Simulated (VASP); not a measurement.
A run of VASP 6.6.1 is set up as follows.

Contents of INCAR:

```
ALGO = Normal
EDIFF = 1E-6
ENCUT = 700
GGA = PE
GGA_COMPAT = F
ISIF = 2
ISMEAR = 0
LASPH = T
LCHARG = F
LREAL = F
LWAVE = F
NBANDS = 32
NELM = 120
PREC = Accurate
SIGMA = 0.1
```

Contents of KPOINTS:

```
k-points
0
Gamma
  6 6 2
```

Contents of POSCAR:

```
SbO5
1.0
    3.3154850175      0.0000000037      0.0000000000
   -1.6577425120      2.8712942491      0.0000000000
    0.0000000000      0.0000000000     10.1479550693
Sb O
1 5
Direct
    0.0000000000      0.0000000000      0.0000000000
    0.6666666667      0.3333333333      0.8811203682
    0.0000000000      0.0000000000      0.5635515476
    0.6666666667      0.3333333333      0.5000000000
    0.0000000000      0.0000000000      0.4364484524
    0.6666666667      0.3333333333      0.1188796318
```

Potentials or basis: VASP PAW PBE potentials, release 64 (Sb_d_GW, O).

Launch:

```console
$ cat potpaw_PBE.64/Sb_d_GW/POTCAR potpaw_PBE.64/O/POTCAR > POTCAR
$ mpirun -np 1 vasp_std > vasp.out
```

Estimate the pressure.

0.3 GPa.

Estimate the largest force.

0.621 eV/Å.

Predict the band gap on the k mesh.

zero (an odd number of electrons rules out a gap without spin polarisation).

Stress tensor (GPa, compression positive):
```
-0.13  0.00  0.00
 0.00 -0.13  0.00
 0.00  0.00  1.30
```

Caveat: the k points lie up to 0.36 Å⁻¹ apart, too coarse for converged energies and pressures of a metal; spin-orbit coupling is left out, which moves the levels of the heavy elements; an odd number of electrons without spin polarisation forces a metal; a magnetic or distorted state may lie lower.
